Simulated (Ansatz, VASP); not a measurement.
# CsH: VASP beside Ansatz

```
CELL_PARAMETERS angstrom
0.00000 3.19125 3.19125
3.19125 0.00000 3.19125
3.19125 3.19125 0.00000
ATOMIC_POSITIONS crystal
Cs 0.99530 0.00470 0.00470
H 0.50000 0.50000 0.50000
```

Alike in both runs: task electric field gradients; functional r2SCAN; k mesh 7 × 7 × 7; occupations fermi-dirac, width 0.02 eV; no spin polarisation.

```csv
,VASP,Ansatz
version,VASP 6.6.1,Ansatz 0.2.0
potentials or method,"VASP PAW PBE potentials, release 64 (Cs_sv, H), cutoff 520 eV","all-electron PAW with datasets made for the crystal, scalar-relativistic"
```

Ansatz gave:

| Item | Value |
| --- | --- |
| gap on the k mesh at the Fermi level (eV) | 2.91 |
| pressure (GPa) | 0.0 |
| rms of the force components (eV/Å) | 0.010 |
| size of Vzz on the site where it differs most (V/Å²) | 0.1 |

Question: Which values does VASP return?

Answer: gap on the k mesh at the Fermi level (eV): 2.90; pressure (GPa): 0.0; rms of the force components (eV/Å): 0.010; size of Vzz on the site where it differs most (V/Å²): 0.1.

VASP's potentials were made for PBE, not for r2SCAN. Atom by atom the forces differ by 0.000 eV/Å (rms over components). Ansatz ran all-electron here, and VASP with PAW potentials.

Neither program's run includes spin-orbit coupling.
